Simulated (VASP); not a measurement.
Wanted: the native input for a VASP 6.6.1 run.

```
Task                   : single point
Functional             : PBEsol
Potentials or basis    : VASP PAW PBE potentials, release 64 (Zr_sv)
Cutoff                 : 520 eV
k mesh                 : 13 × 13 × 13
Occupations            : fermi-dirac, width 0.1 eV
Spin                   : no spin polarisation
Dipole correction      : no
Further INCAR settings : ALGO = Normal; EDIFF = 1e-06; NBANDS = 12
```

The structure of Zr lies in POSCAR:

```
Zr
1.0
    2.7936723206      0.0000000000      0.0000000000
    0.0000000000      2.7936723206      0.0000000000
    0.0000000000      0.0000000000      2.7936723206
Zr
1
Direct
    0.0000000000      0.0000000000      0.0000000000
```

This cell differs from its parent crystal: volume scaled by 0.92.

These files were run (other wordings do the same):

INCAR

```
PREC = Accurate
ENCUT = 520
EDIFF = 1E-6
ISMEAR = -1
SIGMA = 0.1
LREAL = False
LASPH = True
NELM = 60
ALGO = Normal
ISIF = 2
LWAVE = False
LCHARG = False
GGA = PS
NBANDS = 12
```

KPOINTS

```
regular mesh
0
Gamma
  13 13 13
```

Potentials or basis: VASP PAW PBE potentials, release 64 (Zr_sv).

Command:

```bash
$ cat potpaw_PBE.64/Zr_sv/POTCAR > POTCAR
$ mpirun -np 1 vasp_std > vasp.out
```

It gave:

```yaml
Pressure: 7.1 GPa
Band_gap_on_the_k_mesh: zero (band 6 reaches 10.17 eV, above the bottom of band 7 at 7.25 eV)
```

Caveat: the PAW data sets were made with another functional, which shifts forces and pressure a little.

Run time: 11 s on 1 thread of AMD EPYC 9R14 (Zen 4), with other jobs on the host, peak memory 0.12 GiB.
